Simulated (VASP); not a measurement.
A run of VASP 6.6.1:

Contents of INCAR:

```
ALGO = Normal
EDIFF = 1E-7
ENCUT = 520
GGA = PE
ISIF = 2
ISMEAR = 0
LASPH = True
LCHARG = False
LREAL = False
LWAVE = False
NBANDS = 30
NELM = 100
PREC = Accurate
SIGMA = 0.1
```

The input KPOINTS:

```
k-points
0
Gamma
  6 6 4
```

The input POSCAR:

```
Ga3Sb
1.0
    3.8887618232      0.0000000000      0.0000000000
   -1.9443809116      3.3677665282      0.0000000000
    0.0000000000      0.0000000000      6.9508961660
Ga Sb
3 1
Direct
    0.3333333333      0.6666666667      0.2261467893
    0.6666666667      0.3333333333      0.7738532107
    0.0000000000      0.0000000000      0.0000000000
    0.0000000000      0.0000000000      0.5000000000
```

Potentials or basis: VASP PAW PBE potentials, release 64 (Ga_d, Sb).

The run is started by

```sh
$ cat potpaw_PBE.64/Ga_d/POTCAR potpaw_PBE.64/Sb/POTCAR > POTCAR
$ mpirun -np 1 vasp_std > vasp.out
```

Hardware: 1 thread of Intel(R) Xeon(R) Platinum 8259CL CPU @ 2.50GHz (Skylake/Cascade Lake), with other jobs on the host.

Q: How long does it take, and how much memory?

A: It took 68 s on 1 thread of Intel(R) Xeon(R) Platinum 8259CL CPU @ 2.50GHz (Skylake/Cascade Lake), on a shared host, peak memory 0.23 GiB. Counts: scf iterations 15, k points 24.
